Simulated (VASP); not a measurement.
# ScBS3 (Pm-3m) in VASP: a series of runs, part 2 of 2

VASP 6.6.1. Earlier steps stand in the parts before.

### 3 Relaxation of cell and atoms, PBE

This run uses another cell than the first one, of 15.89 Å³/atom, 1.046 times its volume.

Input file INCAR:

```
  PREC = Accurate
  ENCUT = 600
  EDIFF = 1E-7
  ISMEAR = 0
  SIGMA = 0.1
  LREAL = F
  LASPH = T
  NELM = 80
  ALGO = Normal
  ISIF = 3
  LWAVE = F
  LCHARG = F
  GGA = PE
  IBRION = 2
  NSW = 90
  EDIFFG = -0.04
```

Input file KPOINTS:

```
Automatic mesh
0
Gamma
  4 4 4
```

Input file POSCAR:

```
ScBS3
1.0
    4.2988930900      0.0000000000      0.0000000000
    0.0000000000      4.2988930900      0.0000000000
    0.0000000000      0.0000000000      4.2988930900
Sc B S
1 1 3
Direct
    0.5000000000      0.5000000000      0.5000000000
    0.0000000000      0.0000000000      0.0000000000
    0.5000000000      0.0000000000      0.0000000000
    0.0000000000      0.5000000000      0.0000000000
    0.0000000000      0.0000000000      0.5000000000
```

Potentials or basis: VASP PAW PBE potentials, release 64 (Sc_sv, B, S).

Started as:

```
$ cat potpaw_PBE.64/Sc_sv/POTCAR potpaw_PBE.64/B/POTCAR potpaw_PBE.64/S/POTCAR > POTCAR
$ mpirun -np 1 vasp_std > vasp.out
```

OUTCAR:

```text
PREC = Accurate
   ENCUT = 600
   EDIFF = 1E-7
   ISMEAR = 0
   LREAL = F
   LASPH = T
   NELM = 80
   ISIF = 3
   GGA = PE
   IBRION = 2
   NSW = 90
   EDIFFG = -0.04

 ion  position               nearest neighbor table
   1  0.500  0.500  0.500-   3 3.04   4 3.04   5 3.04   3 3.04   4 3.04   3 3.04   5 3.04   3 3.04
                             4 3.04   5 3.04   4 3.04   5 3.04
   2  0.000  0.000  0.000-   3 2.15   4 2.15   5 2.15   5 2.15   4 2.15   3 2.15
   3  0.500  0.000  0.000-   2 2.15   2 2.15   1 3.04   1 3.04   1 3.04   1 3.04
   4  0.000  0.500  0.000-   2 2.15   2 2.15   1 3.04   1 3.04   1 3.04   1 3.04
   5  0.000  0.000  0.500-   2 2.15   2 2.15   1 3.04   1 3.04   1 3.04   1 3.04

  LATTYP: Found a simple cubic cell.
 ALAT       =     4.2988930900

  Lattice vectors:

 A1 = (   4.2988930900,   0.0000000000,   0.0000000000)
 A2 = (   0.0000000000,   4.2988930900,   0.0000000000)
 A3 = (   0.0000000000,   0.0000000000,   4.2988930900)

Analysis of symmetry for initial positions (statically):
=====================================================================
 Subroutine PRICEL returns:
 Original cell was already a primitive cell.

 Routine SETGRP: Setting up the symmetry group for a
 simple cubic supercell.

 Subroutine GETGRP returns: Found 48 space group operations
 (whereof 48 operations were pure point group operations)
 out of a pool of 48 trial point group operations.

The static configuration has the point symmetry O_h .

Analysis of symmetry for dynamics (positions and initial velocities):
=====================================================================
 Subroutine PRICEL returns:
 Original cell was already a primitive cell.

 Routine SETGRP: Setting up the symmetry group for a
 simple cubic supercell.

 Subroutine GETGRP returns: Found 48 space group operations
 (whereof 48 operations were pure point group operations)
 out of a pool of 48 trial point group operations.

The dynamic configuration has the point symmetry O_h .

 Subroutine INISYM returns: Found 48 space group operations
 (whereof 48 operations are pure point group operations),
 and found     1 'primitive' translations

----------------------------------------------------------------------------------------

                                     Primitive cell

  volume of cell :      79.4456

  direct lattice vectors                    reciprocal lattice vectors
     4.298893090  0.000000000  0.000000000     0.232618020  0.000000000  0.000000000
     0.000000000  4.298893090  0.000000000     0.000000000  0.232618020  0.000000000
     0.000000000  0.000000000  4.298893090     0.000000000  0.000000000  0.232618020

  length of vectors
     4.298893090  4.298893090  4.298893090     0.232618020  0.232618020  0.232618020

  position of ions in fractional coordinates (direct lattice)
     0.500000000  0.500000000  0.500000000
     0.000000000  0.000000000  0.000000000
     0.500000000  0.000000000  0.000000000
     0.000000000  0.500000000  0.000000000
     0.000000000  0.000000000  0.500000000

  ion indices of the primitive-cell ions
   primitive index   ion index
                 1           1
                 2           2
                 3           3
                 4           4
                 5           5

----------------------------------------------------------------------------------------

 KPOINTS: Automatic mesh

Automatic generation of k-mesh.
 Grid dimensions read from file:
 generate k-points for:    4    4    4

 Generating k-lattice:

  Cartesian coordinates                     Fractional coordinates (reciprocal lattice)
     0.058154505  0.000000000  0.000000000     0.250000000  0.000000000  0.000000000
     0.000000000  0.058154505  0.000000000     0.000000000  0.250000000  0.000000000
     0.000000000  0.000000000  0.058154505     0.000000000  0.000000000  0.250000000

  Length of vectors
     0.058154505  0.058154505  0.058154505

  Shift w.r.t. Gamma in fractional coordinates (k-lattice)
     0.000000000  0.000000000  0.000000000

 Subroutine IBZKPT returns following result:
 ===========================================

 Found     10 irreducible k-points:

 Following reciprocal coordinates:
            Coordinates               Weight
  0.000000  0.000000  0.000000      1.000000
  0.250000  0.000000  0.000000      6.000000
  0.500000  0.000000  0.000000      3.000000
  0.250000  0.250000  0.000000     12.000000
  0.500000  0.250000  0.000000     12.000000
  0.500000  0.500000  0.000000      3.000000
  0.250000  0.250000  0.250000      8.000000
  0.500000  0.250000  0.250000     12.000000
  0.500000  0.500000  0.250000      6.000000
  0.500000  0.500000  0.500000      1.000000
   k-points           NKPTS =     10   k-points in BZ     NKDIM =     10   number of bands    NBANDS=     20
   number of dos      NEDOS =    301   number of ions     NIONS =      5
   total plane-waves  NPLWV =  46656
   dimension x,y,z NGX =    36 NGY =   36 NGZ =   36
   dimension x,y,z NGXF=    72 NGYF=   72 NGZF=   72
   ions per type =               1   1   3
   NGX,Y,Z   is equivalent  to a cutoff of  13.92, 13.92, 13.92 a.u.
   NGXF,Y,Z  is equivalent  to a cutoff of  27.84, 27.84, 27.84 a.u.
 SYSTEM =  unknown system
   PREC   = accura    normal or accurate (medium, high low for compatibility)
   ISTART =      0    job   : 0-new  1-cont  2-samecut
   ICHARG =      2    charge: 1-file 2-atom 10-const
   ISPIN  =      1    spin polarized calculation?
   LNONCOLLINEAR =      F non collinear calculations
   LSORBIT =      F    spin-orbit coupling
   LASPH  =      T    aspherical Exc in radial PAW
   ENCUT  =  600.0 eV  44.10 Ry    6.64 a.u.   8.59  8.59  8.59*2*pi/ulx,y,z
   NELM   =     80;   NELMIN=  2; NELMDL= -5     # of ELM steps
   EDIFF  = 0.1E-06   stopping-criterion for ELM
   LREAL  =      F    real-space projection
   EDIFFG = -.4E-01   stopping-criterion for IOM
   NSW    =     90    number of steps for IOM
   IBRION =      2    ionic relax: 0-MD 1-quasi-New 2-CG
   NFREE  =      1    steps in history (QN), initial steepest desc. (CG)
   ISIF   =      3    stress and relaxation
   ISYM   =      2    0-nonsym 1-usesym 2-fastsym
   POTIM  = 0.5000    time-step for ionic-motion
   TEBEG  =    0.0;   TEEND  =   0.0 temperature during run
   PSTRESS=    0.0 pullay stress
   NELECT =      32.0000    total number of electrons
   NUPDOWN=      -1.0000    fix difference up-down
   EMIN   =  10.00;   EMAX   =-10.00  energy-range for DOS
   EFERMI =   0.00;   METHOD = LEGACY
   ISMEAR =     0;   SIGMA  =   0.10  broadening in eV -4-tet -1-fermi 0-gaus
   EFERMI_NEDOS =   21; number of points for ismear=-14 and -15
   IALGO  =     38    algorithm
   IMIX   =      4    mixing-type and parameters
     AMIX     =   0.40;   BMIX     =  1.00
     AMIX_MAG =   1.60;   BMIX_MAG =  1.00
  volume/ion in A,a.u.               =      15.89       107.23
  Fermi-wavevector in a.u.,A,eV,Ry     =   1.209024  2.284724 19.888160  1.461739
  Thomas-Fermi vector in A             =   2.344614
   LORBIT       =      0    0 simple, 1 ext, 2 COOP (PROOUT), +10 PAW based schemes
   GGA     = PE    functional components
   LHFCALC =     F    Hartree Fock is set to
   AEXX    =    0.0000 exact exchange contribution
   IVDW    =     0    specifies the selected vdW correction
   LEPSILON=     F    determine dielectric tensor
   LRPA    =     F    only Hartree local field effects (RPA)
 conjugate gradient relaxation of ions
 non-spin polarized calculation
 Gauss-broadening in eV      SIGMA  =   0.10
  energy-cutoff  :      600.00
  volume of cell :       79.45
 maximum number of plane-waves:      2680
 NGX is ok and might be reduce to    36
   NGX = 17   NGY = 17   NGZ = 17

--------------------------------------- Ionic step        1  -------------------------------------------

 number of electron      31.9999997 magnetization

 Free energy of the ion-electron system (eV)
  ---------------------------------------------------
  ext. energy  EPLUGINS =         0.00000000
  ---------------------------------------------------
  free energy    TOTEN  =       -26.09998623 eV

  energy without entropy =      -26.07546231  energy(sigma->0) =      -26.08772427

------------------------ aborting loop because EDIFF is reached ----------------------------------------

  FORCE on cell =-STRESS in cart. coord.  units (eV):
  Direction    XX          YY          ZZ          XY          YZ          ZX
  --------------------------------------------------------------------------------------
  -------------------------------------------------------------------------------------
  Total       -2.0409351     -2.0409351     -2.0409351     -0.0000000      0.0000000      0.0000000
  in kB      -41.1594761    -41.1594761    -41.1594761     -0.0000000      0.0000000      0.0000000
  external PRESSURE =     -41.1594761 kB  Pullay stress =       0.0000000 kB
[... 63 lines left out ...]
  energy  without entropy=      -26.1209846959  energy(sigma->0) =      -26.13130035

--------------------------------------- Ionic step        3  -------------------------------------------

 number of electron      32.0000001 magnetization

 Free energy of the ion-electron system (eV)
  ---------------------------------------------------
  ext. energy  EPLUGINS =         0.00000000
  ---------------------------------------------------
  free energy    TOTEN  =       -26.14671191 eV

  energy without entropy =      -26.12504378  energy(sigma->0) =      -26.13587785

 E-fermi :   6.4682     XC(G=0): -10.9117

 val. band max:        6.4071763076   @ k =   0.2500   0.2500   0.2500
 cond. band min:       6.5218725229   @ k =   0.5000   0.5000   0.0000
 fundamental gap:      0.1146962153
 Fermi energy:         6.4681995453

 k-point     1 :       0.0000    0.0000    0.0000
  band No.  band energies     occupation
      1     -43.9101      2.00000
      2     -22.4631      2.00000
      3     -22.4631      2.00000
      4     -22.4631      2.00000
      5      -9.3194      2.00000
      6      -4.7265      2.00000
[... 12 lines left out ...]
     19       7.4386      0.00000
[... 238 lines left out ...]
  FREE ENERGIE OF THE ION-ELECTRON SYSTEM (eV)
  ---------------------------------------------------
  free  energy   TOTEN  =       -26.1467119085 eV

  energy  without entropy=      -26.1250437842  energy(sigma->0) =      -26.13587785

 reached required accuracy - stopping structural energy minimisation
```

Run time: 66 s. Hardware: 1 thread of Intel Xeon Platinum 8259CL at 2.50GHz (Skylake/Cascade Lake), shared host; peak memory 0.22 GiB.

Results:

* Free energy: -26.1467 eV
* Relaxed volume: 15.19 Å³/atom
* Relaxed cell: a = 4.235 Å, b = 4.235 Å, c = 4.235 Å, α = 90.00°, β = 90.00°, γ = 90.00°
* Space group after relaxing (to 0.05 Å): Pm-3m (No. 221)
* Energy gained by relaxing: 9.3 meV/atom
* Ionic steps: 3
* Pressure after relaxing: 0.0 GPa
* Band gap on the k mesh: zero (band 16 reaches 7.73 eV, above the bottom of band 17 at 5.62 eV)

The path:
| step | energy change (eV) | largest force (eV/Å) | pressure (GPa) | volume (Å³) |
| --- | --- | --- | --- | --- |
| 1 | 0.0000 | 0.0000 | -4.12 | 79.45 |
| 2 | -0.0416 | 0.0000 | 1.51 | 74.84 |
| 3 | -0.0467 | 0.0000 | 0.01 | 75.94 |

Final structure:
```yaml
crystal:
  lattice:
    - [4.23472, 0.00000, 0.00000]
    - [0.00000, 4.23472, 0.00000]
    - [0.00000, 0.00000, 4.23472]
  atoms:
    - { symbol: Sc, position: [0.50000, 0.50000, 0.50000] }
    - { symbol: B, position: [0.00000, 0.00000, 0.00000] }
    - { symbol: S, position: [0.50000, 0.00000, 0.00000] }
    - { symbol: S, position: [0.00000, 0.50000, 0.00000] }
    - { symbol: S, position: [0.00000, 0.00000, 0.50000] }
```

Levels at points of the mesh, in eV from the Fermi level:
```
           k point  band 13  band 14  band 15  band 16  band 17  band 18  band 19  band 20
(0.00, 0.00, 0.00)    -1.01    -1.01    -0.44    -0.44    -0.44     0.97     0.97     1.14
(0.50, 0.00, 0.00)    -2.57    -2.57    -1.20    -1.20     1.31     1.36     2.75     3.08
(0.50, 0.50, 0.00)    -2.39    -2.39     0.05     0.51     1.64     1.74     2.68     2.68
(0.50, 0.50, 0.50)     0.16     1.26     1.26     1.26     1.64     1.68     1.68     1.68
```

Caveat: the k points lie up to 0.37 Å⁻¹ apart in the final cell.

### 4 Single point, PBE, collinear spin, ferromagnetic start

Input file INCAR:

```
  PREC = Accurate
  ENCUT = 520
  EDIFF = 1E-7
  ISMEAR = 0
  SIGMA = 0.1
  LREAL = F
  LASPH = T
  NELM = 150
  ALGO = Normal
  ISIF = 2
  LWAVE = F
  LCHARG = F
  ISPIN = 2
  MAGMOM = 1 0 0 0 0
  LORBIT = 11
  LMAXMIX = 4
  GGA = PE
  NBANDS = 28
```

KPOINTS is that of step 3.

POSCAR: that of step 3 with these lines changed.

```diff
@@ -2,5 +2,5 @@
 1.0
-    4.2988930900      0.0000000000      0.0000000000
-    0.0000000000      4.2988930900      0.0000000000
-    0.0000000000      0.0000000000      4.2988930900
+    4.2348131290      0.0000000000      0.0000000000
+    0.0000000000      4.2348131290      0.0000000000
+    0.0000000000      0.0000000000      4.2348131290
 Sc B S
```

Started as:

```
$ cat potpaw_PBE.64/Sc_sv/POTCAR potpaw_PBE.64/B/POTCAR potpaw_PBE.64/S/POTCAR > POTCAR
$ mpirun -np 1 vasp_std > vasp.out
```

Wall time 41 s (1 thread of Intel Xeon Platinum 8259CL at 2.50GHz (Skylake/Cascade Lake), shared host); peak memory 0.2 GiB.

It converged, with:

```
Free energy                                           : -26.1448 eV
Pressure                                              : 0.0 GPa
Band gap on the k mesh                                : zero (filled and empty bands overlap)
Net moment                                            : 0.00 μB per cell
Valence electrons inside the program's atomic spheres : Sc 9.07; B 1.65; S 3.67
```

Levels at points of the mesh, in eV from the Fermi level:
Spin up:
| k point | band 12 | band 13 | band 14 | band 15 | band 16 | band 17 | band 18 | band 19 | band 20 | band 21 |
| --- | --- | --- | --- | --- | --- | --- | --- | --- | --- | --- |
| (0.00, 0.00, 0.00) | -1.01 | -1.01 | -1.01 | -0.44 | -0.44 | -0.44 | 0.97 | 0.97 | 1.14 | 1.14 |
| (0.50, 0.00, 0.00) | -2.90 | -2.57 | -2.57 | -1.20 | -1.20 | 1.31 | 1.36 | 2.75 | 3.07 | 3.09 |
| (0.50, 0.50, 0.00) | -3.01 | -2.39 | -2.39 | 0.05 | 0.50 | 1.64 | 1.74 | 2.68 | 2.68 | 3.02 |
| (0.50, 0.50, 0.50) | 0.16 | 0.16 | 1.26 | 1.26 | 1.26 | 1.64 | 1.68 | 1.68 | 1.68 | 1.96 |
Spin down:
```tsv
k point	band 12	band 13	band 14	band 15	band 16	band 17	band 18	band 19	band 20	band 21
(0.00, 0.00, 0.00)	-1.01	-1.01	-1.01	-0.44	-0.44	-0.44	0.97	0.97	1.14	1.14
(0.50, 0.00, 0.00)	-2.90	-2.57	-2.57	-1.20	-1.20	1.31	1.36	2.75	3.07	3.09
(0.50, 0.50, 0.00)	-3.01	-2.39	-2.39	0.05	0.50	1.64	1.74	2.68	2.68	3.02
(0.50, 0.50, 0.50)	0.16	0.16	1.26	1.26	1.26	1.64	1.68	1.68	1.68	1.96
```

Caveat: the k points lie up to 0.37 Å⁻¹ apart.

### 5 The runs side by side

```csv
task,spin,cell,cutoff (eV),gap on the mesh (eV),pressure (GPa)
single point,off,"a = 4.235 Å, 5 atoms",520,none,-0.1
relaxation of cell and atoms,off,"relaxed from a = 4.299 Å, 5 atoms",600,none,0.0
single point,"collinear, ferromagnetic start","a = 4.235 Å, 5 atoms",520,none,0.0
```

Alike in all rows: level PBE; potentials or basis VASP PAW PBE potentials, release 64 (Sc_sv, B, S); k mesh 4 × 4 × 4; smearing gaussian 0.1 eV.

Caveats: all runs use coarse meshes.

Total energies depend on the potentials used, so only differences within one code and one set of settings carry meaning.
